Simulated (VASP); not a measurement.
# Cu3O2 (I4/mmm) in VASP: a series of runs

Runs on Cu3O2. Level: PBEsol. Tasks: single point.

Everything below comes from runs of VASP 6.6.1. Logs are shortened: lines on timing, memory, paths and dates and some standing lists are left out, and cuts for length are marked.

## 1. The cell of the first run

Symmetry: I4/mmm, No. 139, tetragonal system. Conventional cell: a = 3.991 Å, b = 3.991 Å, c = 7.248 Å, α = 90.00°, β = 90.00°, γ = 90.00°. Within 2.6 Å of Cu (site symmetry 4/mmm) lie 4 O at 2.00 Å. Within 2.4 Å of Cu (site symmetry -4m2) lie 2 O at 1.81 Å. O (site symmetry mmm) has 4 Cu at 1.81 to 2.00 Å within 2.4 Å.

## 2. Single point, PBEsol (volume scaled by 0.96)

Input file INCAR:

```
SYSTEM = Cu3O2
PREC = Accurate ; ENCUT = 520
EDIFF = 1E-6 ; ISMEAR = -1
SIGMA = 0.05 ; LREAL = .FALSE.
LASPH = .TRUE. ; NELM = 100
ALGO = Normal ; ISIF = 2
LWAVE = .FALSE. ; LCHARG = .TRUE.
GGA = PS ; LELF = .TRUE.
LVHAR = .TRUE. ; NBANDS = 30
```

Input file KPOINTS:

```
regular mesh
0
G
  9 9 9
  0 0 0
```

Input file POSCAR:

```
Cu3O2
1.0
   -1.9956410538      1.9956410538      3.6239674407
    1.9956410538     -1.9956410538      3.6239674407
    1.9956410538      1.9956410538     -3.6239674407
Cu O
3 2
Direct
    0.0000000000      0.0000000000      0.0000000000
    0.7500000000      0.2500000000      0.5000000000
    0.2500000000      0.7500000000      0.5000000000
    0.5000000000      0.0000000000      0.5000000000
    0.0000000000      0.5000000000      0.5000000000
```

Potentials or basis: VASP PAW PBE potentials, release 64 (Cu, O).

Command:

```
$ cat potpaw_PBE.64/Cu/POTCAR potpaw_PBE.64/O/POTCAR > POTCAR
$ mpirun -np 1 vasp_std > vasp.out
```

OUTCAR:

```text
SYSTEM = Cu3O2
   PREC = Accurate
   ENCUT = 520
   EDIFF = 1E-6
   ISMEAR = -1
   LREAL = .FALSE.
   LASPH = .TRUE.
   NELM = 100
   ISIF = 2
   GGA = PS

 ion  position               nearest neighbor table
   1  0.000  0.000  0.000-   4 2.00   5 2.00   5 2.00   4 2.00   2 2.70   3 2.70   2 2.70   3 2.70
                             2 2.70   2 2.70   3 2.70   3 2.70
   2  0.750  0.250  0.500-   4 1.81   5 1.81   1 2.70   1 2.70   1 2.70   1 2.70
   3  0.250  0.750  0.500-   4 1.81   5 1.81   1 2.70   1 2.70   1 2.70   1 2.70
   4  0.500  0.000  0.500-   2 1.81   3 1.81   1 2.00   1 2.00
   5  0.000  0.500  0.500-   2 1.81   3 1.81   1 2.00   1 2.00

  LATTYP: Found a body centered tetragonal cell.
 ALAT       =     3.9912821076
 C/A-ratio  =     1.8159415160

  Lattice vectors:

 A1 = (  -1.9956410538,   1.9956410538,   3.6239674407)
 A2 = (   1.9956410538,  -1.9956410538,   3.6239674407)
 A3 = (   1.9956410538,   1.9956410538,  -3.6239674407)

Analysis of symmetry for initial positions (statically):
=====================================================================
 Subroutine PRICEL returns:
 Original cell was already a primitive cell.

 Routine SETGRP: Setting up the symmetry group for a
 body centered tetragonal supercell.

 Subroutine GETGRP returns: Found 16 space group operations
 (whereof 16 operations were pure point group operations)
 out of a pool of 16 trial point group operations.

The static configuration has the point symmetry D_4h.

Analysis of symmetry for dynamics (positions and initial velocities):
=====================================================================
 Subroutine PRICEL returns:
 Original cell was already a primitive cell.

 Routine SETGRP: Setting up the symmetry group for a
 body centered tetragonal supercell.

 Subroutine GETGRP returns: Found 16 space group operations
 (whereof 16 operations were pure point group operations)
 out of a pool of 16 trial point group operations.

The dynamic configuration has the point symmetry D_4h.

 Subroutine INISYM returns: Found 16 space group operations
 (whereof 16 operations are pure point group operations),
 and found     1 'primitive' translations

----------------------------------------------------------------------------------------

                                     Primitive cell

  volume of cell :      57.7310

[... 94 lines left out ...]
   EDIFF  = 0.1E-05   stopping-criterion for ELM
   LREAL  =      F    real-space projection
   EDIFFG = 0.1E-04   stopping-criterion for IOM
   NSW    =      0    number of steps for IOM
   IBRION =     -1    ionic relax: 0-MD 1-quasi-New 2-CG
   NFREE  =      0    steps in history (QN), initial steepest desc. (CG)
   ISIF   =      2    stress and relaxation
   ISYM   =      2    0-nonsym 1-usesym 2-fastsym
   POTIM  = 0.5000    time-step for ionic-motion
   TEBEG  =    0.0;   TEEND  =   0.0 temperature during run
   PSTRESS=    0.0 pullay stress
   NELECT =      45.0000    total number of electrons
   NUPDOWN=      -1.0000    fix difference up-down
   EMIN   =  10.00;   EMAX   =-10.00  energy-range for DOS
   EFERMI =   0.00;   METHOD = LEGACY
   ISMEAR =    -1;   SIGMA  =   0.05  broadening in eV -4-tet -1-fermi 0-gaus
   EFERMI_NEDOS =   21; number of points for ismear=-14 and -15
   IALGO  =     38    algorithm
   IMIX   =      4    mixing-type and parameters
     AMIX     =   0.40;   BMIX     =  1.00
     AMIX_MAG =   1.60;   BMIX_MAG =  1.00
  volume/ion in A,a.u.               =      11.55        77.92
  Fermi-wavevector in a.u.,A,eV,Ry     =   1.506639  2.847135 30.884707  2.269962
  Thomas-Fermi vector in A             =   2.617330
   LORBIT       =      0    0 simple, 1 ext, 2 COOP (PROOUT), +10 PAW based schemes
   GGA     = PS    functional components
   LHFCALC =     F    Hartree Fock is set to
   AEXX    =    0.0000 exact exchange contribution
   IVDW    =     0    specifies the selected vdW correction
   LEPSILON=     F    determine dielectric tensor
   LRPA    =     F    only Hartree local field effects (RPA)
 non-spin polarized calculation
  energy-cutoff  :      520.00
  volume of cell :       57.73
 maximum number of plane-waves:      1583
 NGX is ok and might be reduce to    36
   NGX = 17   NGY = 17   NGZ = 17

 number of electron      45.0000006 magnetization

 Free energy of the ion-electron system (eV)
  ---------------------------------------------------
  ext. energy  EPLUGINS =         0.00000000
  ---------------------------------------------------
  free energy    TOTEN  =       -24.98999534 eV

  energy without entropy =      -24.97397138  energy(sigma->0) =      -24.98198336

 E-fermi :   4.6793     XC(G=0): -11.6401

 val. band max:        4.6606460631   @ k =  -0.2222   0.1111   0.0000
 cond. band min:       4.6881490127   @ k =  -0.3333  -0.3333   0.1111
 fundamental gap:      0.0275029496
 Fermi energy:         4.6793114950

 k-point     1 :       0.0000    0.0000    0.0000
  band No.  band energies     occupation
      1     -14.7233      2.00000
      2     -13.3598      2.00000
      3      -2.2311      2.00000
      4      -1.2088      2.00000
      5      -1.2088      2.00000
      6      -0.5853      2.00000
[... 781 lines left out ...]
     29      15.4638      0.00000
     30      15.6293      0.00000

 [... further k-points ...]

------------------------ aborting loop because EDIFF is reached ----------------------------------------

  FORCE on cell =-STRESS in cart. coord.  units (eV):
  Direction    XX          YY          ZZ          XY          YZ          ZX
  --------------------------------------------------------------------------------------
  -------------------------------------------------------------------------------------
  Total       -0.2261718     -0.2261718      0.6509148      0.0000000     -0.0000000      0.0000000
  in kB       -6.2768245     -6.2768245     18.0644852      0.0000000     -0.0000000      0.0000000
  external PRESSURE =       1.8369454 kB  Pullay stress =       0.0000000 kB

 VOLUME and BASIS-vectors are now :
 -----------------------------------------------------------------------------
  energy-cutoff  :      520.00
  volume of cell :       57.73
      direct lattice vectors                 reciprocal lattice vectors
    -1.995641054  1.995641054  3.623967441     0.000000000  0.250546058  0.137970334
     1.995641054 -1.995641054  3.623967441     0.250546058  0.000000000  0.137970334
     1.995641054  1.995641054 -3.623967441     0.250546058  0.250546058  0.000000000

 POSITION                                       TOTAL-FORCE (eV/Angst)
 -----------------------------------------------------------------------------------
      0.00000      0.00000      0.00000         0.000000      0.000000     -0.000000
      0.00000      1.99564      1.81198        -0.000000     -0.000000     -0.000000
      1.99564      0.00000      1.81198        -0.000000      0.000000      0.000000
      0.00000      1.99564      0.00000         0.000000      0.000000     -0.000000
      1.99564      0.00000      0.00000         0.000000      0.000000     -0.000000
 -----------------------------------------------------------------------------------
    total drift:                                0.000000      0.000000      0.000000

  FREE ENERGIE OF THE ION-ELECTRON SYSTEM (eV)
  ---------------------------------------------------
  free  energy   TOTEN  =       -24.9899953378 eV

  energy  without entropy=      -24.9739713848  energy(sigma->0) =      -24.98198336
```

OSZICAR:

```text
N       E                     dE             d eps       ncg     rms          rms(c)
DAV:   1     0.431237440219E+03    0.43124E+03   -0.20874E+04  4668   0.235E+03
DAV:   2     0.348215819307E+02   -0.39642E+03   -0.37265E+03  4566   0.443E+02
DAV:   3    -0.290081347673E+02   -0.63830E+02   -0.60432E+02  5906   0.201E+02
DAV:   4    -0.322091119035E+02   -0.32010E+01   -0.31729E+01  6184   0.497E+01
DAV:   5    -0.322535583922E+02   -0.44446E-01   -0.44429E-01  5950   0.575E+00    0.196E+01
DAV:   6    -0.291300156661E+02    0.31235E+01   -0.58427E+01  6354   0.169E+02    0.144E+01
DAV:   7    -0.249199889581E+02    0.42100E+01   -0.16676E+01  5700   0.115E+02    0.307E+00
DAV:   8    -0.250746867050E+02   -0.15470E+00   -0.23827E+00  6466   0.139E+01    0.204E+00
DAV:   9    -0.250298139666E+02    0.44873E-01   -0.23124E-01  6608   0.183E+01    0.176E+00
DAV:  10    -0.250011459870E+02    0.28668E-01   -0.20337E-01  6858   0.158E+01    0.754E-01
DAV:  11    -0.249949875359E+02    0.61585E-02   -0.27607E-02  7002   0.303E+00    0.616E-01
DAV:  12    -0.249900232183E+02    0.49643E-02   -0.17915E-02  6928   0.131E+00    0.127E-01
DAV:  13    -0.249900673176E+02   -0.44099E-04   -0.15389E-03  5898   0.464E-01    0.952E-02
DAV:  14    -0.249899942510E+02    0.73067E-04   -0.29528E-04  7236   0.352E-01    0.177E-02
DAV:  15    -0.249899962259E+02   -0.19749E-05   -0.45091E-05  6914   0.122E-01    0.771E-03
DAV:  16    -0.249899953378E+02    0.88816E-06   -0.37423E-06  4928   0.401E-02
   1 F= -.24989995E+02 E0= -.24981983E+02  d E =-.160240E-01
```

Run time: 3 min. Hardware: 1 thread of Intel Xeon Platinum 8259CL at 2.50GHz (Skylake/Cascade Lake), shared host; peak memory 0.26 GiB.

What came out:

| Property | Result |
| --- | --- |
| Free energy | -24.9900 eV |
| Pressure | 0.2 GPa |

Levels at points of the mesh, in eV from the Fermi level:
```
           k point  band 20  band 21  band 22  band 23  band 24  band 25  band 26  band 27
(0.00, 0.00, 0.00)    -1.54    -0.83    -0.83     0.42     0.55     5.15     5.15     7.08
```

Caveat: the PAW data sets were made with another functional, which shifts forces and pressure a little; an odd number of electrons without spin polarisation forces a metal; a magnetic or distorted state may lie lower.

## 3. Single point, PBEsol (volume scaled by 0.98)

Input file INCAR:

```
PREC = Accurate
ENCUT = 520
EDIFF = 1E-6
ISMEAR = -1
SIGMA = 0.05
LREAL = F
LASPH = T
NELM = 100
ALGO = Normal
ISIF = 2
LWAVE = F
LCHARG = T
GGA = PS
LELF = T
LVHAR = T
NBANDS = 30
```

Input file KPOINTS:

```
Automatic mesh
0
Gamma
  9 9 9
```

POSCAR: that of step 2 with these lines changed.

```diff
@@ -2,5 +2,5 @@
 1.0
-   -1.9956410538      1.9956410538      3.6239674407
-    1.9956410538     -1.9956410538      3.6239674407
-    1.9956410538      1.9956410538     -3.6239674407
+   -2.0094045305      2.0094045305      3.6489611095
+    2.0094045305     -2.0094045305      3.6489611095
+    2.0094045305      2.0094045305     -3.6489611095
 Cu O
```

Potentials or basis: VASP PAW PBE potentials, release 64 (Cu, O).

Command:

```
$ cat potpaw_PBE.64/Cu/POTCAR potpaw_PBE.64/O/POTCAR > POTCAR
$ mpirun -np 1 vasp_std > vasp.out
```

OUTCAR:

```text
PREC = Accurate
   ENCUT = 520
   EDIFF = 1E-6
   ISMEAR = -1
   LREAL = F
   LASPH = T
   NELM = 100
   ISIF = 2
   GGA = PS

 ion  position               nearest neighbor table
   1  0.000  0.000  0.000-   4 2.01   5 2.01   5 2.01   4 2.01   2 2.71   3 2.71   2 2.71   3 2.71
                             2 2.71   2 2.71   3 2.71   3 2.71
   2  0.750  0.250  0.500-   4 1.82   5 1.82   1 2.71   1 2.71   1 2.71   1 2.71
   3  0.250  0.750  0.500-   4 1.82   5 1.82   1 2.71   1 2.71   1 2.71   1 2.71
[... 998 lines left out ...]
  -------------------------------------------------------------------------------------
  Total       -0.9595160     -0.9595160     -1.1292753      0.0000000      0.0000000      0.0000000
  in kB      -26.0854798    -26.0854798    -30.7005694      0.0000000      0.0000000      0.0000000
  external PRESSURE =     -27.6238430 kB  Pullay stress =       0.0000000 kB

 VOLUME and BASIS-vectors are now :
 -----------------------------------------------------------------------------
  energy-cutoff  :      520.00
  volume of cell :       58.93
      direct lattice vectors                 reciprocal lattice vectors
    -2.009404530  2.009404530  3.648961110     0.000000000  0.248829936  0.137025303
     2.009404530 -2.009404530  3.648961110     0.248829936  0.000000000  0.137025303
     2.009404530  2.009404530 -3.648961110     0.248829936  0.248829936  0.000000000

 POSITION                                       TOTAL-FORCE (eV/Angst)
 -----------------------------------------------------------------------------------
      0.00000      0.00000      0.00000        -0.000000      0.000000     -0.000000
     -0.00000      2.00940      1.82448         0.000000      0.000000     -0.000000
      2.00940     -0.00000      1.82448         0.000000     -0.000000      0.000000
      0.00000      2.00940      0.00000        -0.000000      0.000000     -0.000000
      2.00940      0.00000      0.00000        -0.000000      0.000000     -0.000000
 -----------------------------------------------------------------------------------
    total drift:                                0.000000      0.000000      0.000000

  FREE ENERGIE OF THE ION-ELECTRON SYSTEM (eV)
  ---------------------------------------------------
  free  energy   TOTEN  =       -24.9814011418 eV

  energy  without entropy=      -24.9650508082  energy(sigma->0) =      -24.97322597
```

stdout:

```text
POSCAR found type information on POSCAR CuO
 POSCAR found :  2 types and       5 ions
 scaLAPACK will be used
 -----------------------------------------------------------------------------
|                                                                             |
|                                                                             |
|     You enforced a specific xc type in the INCAR file but a different       |
|     I HOPE YOU KNOW WHAT YOU ARE DOING!                                     |
|                                                                             |
 -----------------------------------------------------------------------------

 LDA part: xc-table for (Slater+PW92), standard interpolation
 POSCAR, INCAR and KPOINTS ok, starting setup
 FFT: planning ... GRIDC
 FFT: planning ... GRID_SOFT
 FFT: planning ... GRID
 WAVECAR not read
 entering main loop
```

Wall time 3 min (1 thread of Intel Xeon Platinum 8259CL at 2.50GHz (Skylake/Cascade Lake), shared host); peak memory 0.26 GiB.

What came out:

- Free energy: -24.9814 eV
- Pressure: -2.8 GPa

Levels at points of the mesh, in eV from the Fermi level:
```csv
k point,band 21,band 22,band 23,band 24,band 25,band 26
"(0.00, 0.00, 0.00)",-0.79,-0.79,0.41,0.50,5.14,5.14
```

Caveat: the PAW data sets were made with another functional, which shifts forces and pressure a little; an odd number of electrons without spin polarisation forces a metal; a magnetic or distorted state may lie lower.
